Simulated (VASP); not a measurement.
# C (Fd-3m) in VASP: further runs, part 2 of 2

VASP 6.6.1. Earlier steps stand in the parts before.

### Step 5. Single point, PBE0

This run uses another cell than the first one, of 5.56 Å³/atom.

Contents of POSCAR:

```
C
1.0
    0.0000000000      1.7714007132      1.7714007132
    1.7714007132      0.0000000000      1.7714007132
    1.7714007132      1.7714007132      0.0000000000
C
2
Direct
    0.7500000000      0.7500000000      0.7500000000
    0.5000000000      0.5000000000      0.5000000000
```

Contents of INCAR.step1:

```
PREC     = Accurate       # precision mode
ENCUT    = 520            # plane-wave cutoff, eV
EDIFF    = 1E-5           # SCF threshold, eV
ISMEAR   = -1             # smearing method
SIGMA    = 0.05           # smearing width, eV
LREAL    = False          # projectors in reciprocal space
LASPH    = True           # aspherical terms in the spheres
NELM     = 60             # most SCF steps
ALGO     = Normal         # electronic algorithm
ISIF     = 2              # what is computed and relaxed
LWAVE    = True           # write WAVECAR
LCHARG   = False          # write CHGCAR
NBANDS   = 11             # bands
GGA      = PE             # functional
```

Contents of INCAR.step2:

```
PREC     = Accurate       # precision mode
ENCUT    = 520            # plane-wave cutoff, eV
EDIFF    = 1E-6           # SCF threshold, eV
ISMEAR   = -1             # smearing method
SIGMA    = 0.05           # smearing width, eV
LREAL    = False          # projectors in reciprocal space
LASPH    = True           # aspherical terms in the spheres
NELM     = 60             # most SCF steps
ALGO     = Normal         # electronic algorithm
ISIF     = 2              # what is computed and relaxed
LWAVE    = False          # write WAVECAR
LCHARG   = False          # write CHGCAR
GGA      = PE             # functional
LHFCALC  = True           # exact exchange
AEXX     = 0.25           # exact-exchange fraction
PRECFOCK = Normal       
NBANDS   = 11             # bands
ISTART   = 1
```

Contents of KPOINTS:

```
Automatic mesh
0
Gamma
  8 8 8
```

Potentials or basis: VASP PAW PBE potentials, release 64 (C).

Run with:

```bash
$ cat potpaw_PBE.64/C/POTCAR > POTCAR
$ cp INCAR.step1 INCAR
$ mpirun -np 1 vasp_std > vasp.out
$ cp INCAR.step2 INCAR
$ mpirun -np 1 vasp_std > vasp.out
```

OUTCAR:

```text
PREC = Accurate
   ENCUT = 520
   EDIFF = 1E-6
   ISMEAR = -1
   LREAL = False
   LASPH = True
   NELM = 60
   ISIF = 2
   GGA = PE
   LHFCALC = True
   AEXX = 0.25
   PRECFOCK = Normal
   ISTART = 1

 ion  position               nearest neighbor table
   1  0.750  0.750  0.750-   2 1.53   2 1.53   2 1.53   2 1.53
   2  0.500  0.500  0.500-   1 1.53   1 1.53   1 1.53   1 1.53

  LATTYP: Found a face centered cubic cell.
 ALAT       =     3.5428014264

  Lattice vectors:

 A1 = (   0.0000000000,   1.7714007132,   1.7714007132)
 A2 = (   1.7714007132,   0.0000000000,   1.7714007132)
 A3 = (   1.7714007132,   1.7714007132,   0.0000000000)

Analysis of symmetry for initial positions (statically):
=====================================================================
 Subroutine PRICEL returns:
 Original cell was already a primitive cell.

 Routine SETGRP: Setting up the symmetry group for a
 face centered cubic supercell.

 Subroutine GETGRP returns: Found 48 space group operations
 (whereof 24 operations were pure point group operations)
 out of a pool of 48 trial point group operations.

The static configuration has the point symmetry T_d .
 The point group associated with its full space group is O_h .

Analysis of symmetry for dynamics (positions and initial velocities):
=====================================================================
 Subroutine PRICEL returns:
 Original cell was already a primitive cell.

 Routine SETGRP: Setting up the symmetry group for a
 face centered cubic supercell.

 Subroutine GETGRP returns: Found 48 space group operations
 (whereof 24 operations were pure point group operations)
 out of a pool of 48 trial point group operations.

The dynamic configuration has the point symmetry T_d .
 The point group associated with its full space group is O_h .

 Subroutine INISYM returns: Found 48 space group operations
 (whereof 24 operations are pure point group operations),
 and found     1 'primitive' translations

----------------------------------------------------------------------------------------

                                     Primitive cell

  volume of cell :      11.1168

  direct lattice vectors                    reciprocal lattice vectors
     0.000000000  1.771400713  1.771400713    -0.282262503  0.282262503  0.282262503
     1.771400713  0.000000000  1.771400713     0.282262503 -0.282262503  0.282262503
     1.771400713  1.771400713  0.000000000     0.282262503  0.282262503 -0.282262503

  length of vectors
     2.505138913  2.505138913  2.505138913     0.488892997  0.488892997  0.488892997

  position of ions in fractional coordinates (direct lattice)
     0.750000000  0.750000000  0.750000000
     0.500000000  0.500000000  0.500000000

  ion indices of the primitive-cell ions
   primitive index   ion index
                 1           1
                 2           2

----------------------------------------------------------------------------------------

 KPOINTS: Automatic mesh

Automatic generation of k-mesh.
[... 28 lines left out ...]
  0.125000  0.125000  0.000000      6.000000
[... 16 lines left out ...]
  0.500000  0.250000  0.125000     48.000000
 -0.375000  0.250000  0.125000     24.000000
 [... further k-points ...]
   k-points           NKPTS =     29   k-points in BZ     NKDIM =    512   number of bands    NBANDS=     11
   number of dos      NEDOS =    301   number of ions     NIONS =      2
   total plane-waves  NPLWV =   8000
   dimension x,y,z NGX =    20 NGY =   20 NGZ =   20
   dimension x,y,z NGXF=    40 NGYF=   40 NGZF=   40
   ions per type =               2
   NGX,Y,Z   is equivalent  to a cutoff of  13.27, 13.27, 13.27 a.u.
   NGXF,Y,Z  is equivalent  to a cutoff of  26.54, 26.54, 26.54 a.u.
 SYSTEM =  unknown system
   PREC   = accura    normal or accurate (medium, high low for compatibility)
   ISTART =      1    job   : 0-new  1-cont  2-samecut
   ICHARG =      0    charge: 1-file 2-atom 10-const
   ISPIN  =      1    spin polarized calculation?
   LNONCOLLINEAR =      F non collinear calculations
   LSORBIT =      F    spin-orbit coupling
   LASPH  =      T    aspherical Exc in radial PAW
   ENCUT  =  520.0 eV  38.22 Ry    6.18 a.u.   4.66  4.66  4.66*2*pi/ulx,y,z
   NELM   =     60;   NELMIN=  2; NELMDL=  0     # of ELM steps
   EDIFF  = 0.1E-05   stopping-criterion for ELM
   LREAL  =      F    real-space projection
   EDIFFG = 0.1E-04   stopping-criterion for IOM
   NSW    =      0    number of steps for IOM
   IBRION =     -1    ionic relax: 0-MD 1-quasi-New 2-CG
   NFREE  =      0    steps in history (QN), initial steepest desc. (CG)
   ISIF   =      2    stress and relaxation
   ISYM   =      3    0-nonsym 1-usesym 2-fastsym
   POTIM  = 0.5000    time-step for ionic-motion
   TEBEG  =    0.0;   TEEND  =   0.0 temperature during run
   PSTRESS=    0.0 pullay stress
   NELECT =       8.0000    total number of electrons
   NUPDOWN=      -1.0000    fix difference up-down
   EMIN   =  10.00;   EMAX   =-10.00  energy-range for DOS
   EFERMI =   0.00;   METHOD = LEGACY
   ISMEAR =    -1;   SIGMA  =   0.05  broadening in eV -4-tet -1-fermi 0-gaus
   EFERMI_NEDOS =   21; number of points for ismear=-14 and -15
   IALGO  =     38    algorithm
   IMIX   =      1    mixing-type and parameters
     AMIX     =   0.40;   BMIX     =  1.00
     AMIX_MAG =   1.60;   BMIX_MAG =  1.00
  volume/ion in A,a.u.               =       5.56        37.51
  Fermi-wavevector in a.u.,A,eV,Ry     =   1.467049  2.772321 29.282913  2.152233
  Thomas-Fermi vector in A             =   2.582714
   LORBIT       =      0    0 simple, 1 ext, 2 COOP (PROOUT), +10 PAW based schemes
   GGA     = PE    functional components
   LHFCALC =     T    Hartree Fock is set to
   PRECFOCK=normal    Normal, Fast or Accurate (Low or Medium for compatibility)
   ENCUT4O =  -1.0   cutoff for four orbital integrals eV
   NKREDX  =     1    reduce k-point grid by
   NKREDY  =     1    reduce k-point grid by
   NKREDZ  =     1    reduce k-point grid by
   AEXX    =    0.2500 exact exchange contribution
   HFSCREEN=    0.0000 screening length (either q_TF or 0.3 A-1)
   HFSCREENC=   0.0000 screening length for correlation (either q_TF or 0.3 A-1)
   ENCUTFOCK=  -1.0 apply spherical cutoff to Coloumb kernel
   IVDW    =     0    specifies the selected vdW correction
   LEPSILON=     F    determine dielectric tensor
   LRPA    =     F    only Hartree local field effects (RPA)
 non-spin polarized calculation
  energy-cutoff  :      520.00
  volume of cell :       11.12
 maximum number of plane-waves:       308
  NGX = 14; NGY = 14; NGZ = 14

 number of electron       7.9999999 magnetization

 Free energy of the ion-electron system (eV)
  ---------------------------------------------------
  ext. energy  EPLUGINS =         0.00000000
  ---------------------------------------------------
  free energy    TOTEN  =       -22.13261069 eV

  energy without entropy =      -22.13261069  energy(sigma->0) =      -22.13261069

 E-fermi :  10.1328     XC(G=0): -10.4846

 val. band max:        9.0261749824   @ k =   0.0000   0.0000   0.0000
 cond. band min:      15.1194484374   @ k =   0.3750   0.3750   0.0000
 fundamental gap:      6.0932734551
 Fermi energy:        10.1328375527

 k-point     1 :       0.0000    0.0000    0.0000
  band No.  band energies     occupation
      1     -14.8463      2.00000
      2       9.0262      2.00000
      3       9.0262      2.00000
      4       9.0262      2.00000
      5      16.8021      0.00000
      6      16.8021      0.00000
      7      16.8021      0.00000
      8      25.5614      0.00000
      9      30.9410      0.00000
     10      38.3424      0.00000
     11      38.3424      0.00000
[... 309 lines left out ...]
 k-point    24 :      -0.3750    0.2500    0.1250
  band No.  band energies     occupation
      1      -7.3862      2.00000
      2      -4.7626      2.00000
      3       1.9717      2.00000
      4       3.7939      2.00000
      5      19.5942      0.00000
      6      21.0353      0.00000
      7      25.1622      0.00000
      8      27.0326      0.00000
      9      30.0209      0.00000
     10      36.4843      0.00000
     11      38.4577      0.00000

 [... further k-points ...]
[... 5 lines left out ...]
  --------------------------------------------------------------------------------------
  -------------------------------------------------------------------------------------
  Total        0.1278575      0.1278575      0.1278575      0.0000000      0.0000000      0.0000000
  in kB       18.4270726     18.4270726     18.4270726      0.0000000      0.0000000      0.0000000
  external PRESSURE =      18.4270726 kB  Pullay stress =       0.0000000 kB

 VOLUME and BASIS-vectors are now :
 -----------------------------------------------------------------------------
  energy-cutoff  :      520.00
  volume of cell :       11.12
      direct lattice vectors                 reciprocal lattice vectors
     0.000000000  1.771400713  1.771400713    -0.282262503  0.282262503  0.282262503
     1.771400713  0.000000000  1.771400713     0.282262503 -0.282262503  0.282262503
     1.771400713  1.771400713  0.000000000     0.282262503  0.282262503 -0.282262503

 POSITION                                       TOTAL-FORCE (eV/Angst)
 -----------------------------------------------------------------------------------
      2.65710      2.65710      2.65710        -0.000000      0.000000     -0.000000
      1.77140      1.77140      1.77140         0.000000     -0.000000      0.000000
 -----------------------------------------------------------------------------------
    total drift:                                0.000000     -0.000000      0.000000

  FREE ENERGIE OF THE ION-ELECTRON SYSTEM (eV)
  ---------------------------------------------------
  free  energy   TOTEN  =       -22.1326106928 eV

  energy  without entropy=      -22.1326106928  energy(sigma->0) =      -22.13261069
```

Run time: 9.5 min. Hardware: 1 thread of Oxide Virtual Turin-like, shared host; peak memory 0.09 GiB.

Results:

```yaml
Free_energy: -22.1326 eV
Pressure: 1.8 GPa
Band_gap_on_the_k_mesh: 6.09 eV (least direct gap 7.78 eV)
```

Caveat: the PAW data sets were made with another functional, which shifts forces and pressure a little.

### Step 6. Single point, HSE06

This run uses another cell than the first one, of 5.79 Å³/atom.

Contents of POSCAR:

```
C
1.0
    0.0000000000      1.7951807415      1.7951807415
    1.7951807415      0.0000000000      1.7951807415
    1.7951807415      1.7951807415      0.0000000000
C
2
Direct
    0.7500000000      0.7500000000      0.7500000000
    0.5000000000      0.5000000000      0.5000000000
```

Contents of INCAR.step1:

```
PREC     = Accurate       # precision mode
ENCUT    = 520            # plane-wave cutoff, eV
EDIFF    = 1E-5           # SCF threshold, eV
ISMEAR   = -1             # smearing method
SIGMA    = 0.05           # smearing width, eV
LREAL    = F              # projectors in reciprocal space
LASPH    = T              # aspherical terms in the spheres
NELM     = 60             # most SCF steps
ALGO     = Normal         # electronic algorithm
ISIF     = 2              # what is computed and relaxed
LWAVE    = T              # write WAVECAR
LCHARG   = F              # write CHGCAR
NBANDS   = 11             # bands
GGA      = PE             # functional
```

Contents of INCAR.step2:

```
PREC     = Accurate       # precision mode
ENCUT    = 520            # plane-wave cutoff, eV
EDIFF    = 1E-6           # SCF threshold, eV
ISMEAR   = -1             # smearing method
SIGMA    = 0.05           # smearing width, eV
LREAL    = F              # projectors in reciprocal space
LASPH    = T              # aspherical terms in the spheres
NELM     = 60             # most SCF steps
ALGO     = Normal         # electronic algorithm
ISIF     = 2              # what is computed and relaxed
LWAVE    = F              # write WAVECAR
LCHARG   = F              # write CHGCAR
GGA      = PE             # functional
LHFCALC  = T              # exact exchange
HFSCREEN = 0.2079         # screening, 1/A
PRECFOCK = Normal       
NBANDS   = 11             # bands
ISTART   = 1
```

KPOINTS is that of step 5.

Potentials or basis: VASP PAW PBE potentials, release 64 (C).

Run with:

```bash
$ cat potpaw_PBE.64/C/POTCAR > POTCAR
$ cp INCAR.step1 INCAR
$ mpirun -np 1 vasp_std > vasp.out
$ cp INCAR.step2 INCAR
$ mpirun -np 1 vasp_std > vasp.out
```

Wall time 15 min (1 thread of Oxide Virtual Turin-like, shared host); peak memory 0.19 GiB.

It converged, with:

| Property | Result |
| --- | --- |
| Free energy | -21.0325 eV |
| Pressure | -15.8 GPa |
| Band gap on the k mesh | 5.23 eV (least direct gap 6.91 eV) |

Levels at points of the mesh, in eV from the valence-band top:
```tsv
k point	band 2	band 3	band 4	band 5	band 6	band 7
(0.00, 0.00, 0.00)	0.00	0.00	0.00	6.91	6.91	6.91
(0.50, 0.00, 0.00)	-14.39	-3.01	-3.01	9.93	9.93	10.06
(0.50, 0.50, 0.00)	-13.93	-6.74	-6.74	5.86	5.86	18.90
```

Caveat: the cell stands under tension; the PAW data sets were made with another functional, which shifts forces and pressure a little.

### Step 7. Summary

```tsv
level	potentials or basis	cell	k mesh	cutoff (eV)	smearing	grid for exact exchange (PRECFOCK)	share of exact exchange	screening parameter	gap on the mesh (eV)	pressure (GPa)
SVWN5	VASP PAW PBE potentials, release 64 (C_h)	a = 2.522 Å, angles 60.0°, 2 atoms	13 × 13 × 13	1300	fermi-dirac 0.05 eV	-	-	-	4.12	-12.6
PBE-based screened hybrid with 25 % exact exchange	VASP PAW PBE potentials, release 64 (C)	a = 2.522 Å, angles 60.0°, 2 atoms	10 × 10 × 10	520	gaussian 0.15 eV	Normal	0.25	0.3 1/Å	5.08	-6.9
HSE06	VASP PAW PBE potentials, release 64 (C)	a = 2.505 Å, angles 60.0°, 2 atoms	8 × 8 × 8	520	fermi-dirac 0.05 eV	Normal	0.25	0.2079 1/Å	5.33	2.0
PBE0	VASP PAW PBE potentials, release 64 (C)	a = 2.505 Å, angles 60.0°, 2 atoms	8 × 8 × 8	520	fermi-dirac 0.05 eV	Normal	0.25	-	6.09	1.8
HSE06	VASP PAW PBE potentials, release 64 (C)	a = 2.539 Å, angles 60.0°, 2 atoms	8 × 8 × 8	520	fermi-dirac 0.05 eV	Normal	0.25	0.2079 1/Å	5.23	-15.8
```

Alike in all rows: task single point; no spin polarisation.

Caveats: the PAW data sets were made with another functional, which shifts forces and pressure a little; the cell stands under tension (at least some runs); an odd mesh through Γ misses points on the zone boundary, where band edges can lie (at least some runs).

Absolute energies hang on the potentials; compare differences alone.
